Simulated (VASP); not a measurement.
# AlCu: single point with LDA

The system is AlCu.

```xyz
2
Lattice="2.9238 0.0000 0.0000 0.0000 2.9238 0.0000 0.0000 0.0000 2.9238" Properties=species:S:1:pos:R:3 pbc="T T T"
Al    0.0000    0.0000    0.0000
Cu    1.4619    1.4619    1.4619
```

```
Program                : VASP 6.6.1
Task                   : single point
Functional             : LDA
Potentials or basis    : VASP PAW LDA potentials, release 64 (Al, Cu_sv_GW)
Cutoff                 : 820 eV
k mesh                 : 14 × 14 × 14
Occupations            : gaussian, width 0.1 eV
Spin                   : no spin polarisation
Dipole correction      : no
Further INCAR settings : ALGO = Normal; EDIFF = 1e-06; NBANDS = 18
```

```json
{"Pressure": "-0.2 GPa", "Band gap on the k mesh": "zero (bands 11 and 12 overlap by 4.87 eV)"}
```

Levels at points of the mesh, in eV from the Fermi level:
```tsv
k point	band 9	band 10	band 11	band 12	band 13	band 14
(0.00, 0.00, 0.00)	-4.17	-4.17	3.97	3.97	3.97	6.52
(0.50, 0.00, 0.00)	-4.66	-4.11	-3.33	7.31	8.26	8.26
(0.50, 0.50, 0.00)	-3.99	-3.99	-3.74	-0.90	0.07	10.65
(0.50, 0.50, 0.50)	-3.72	0.59	0.59	0.59	2.22	2.39
```

Wall time 45 s on 1 thread of Intel(R) Xeon(R) 6975P-C (Granite Rapids), with other jobs on the host, peak memory 0.25 GiB.
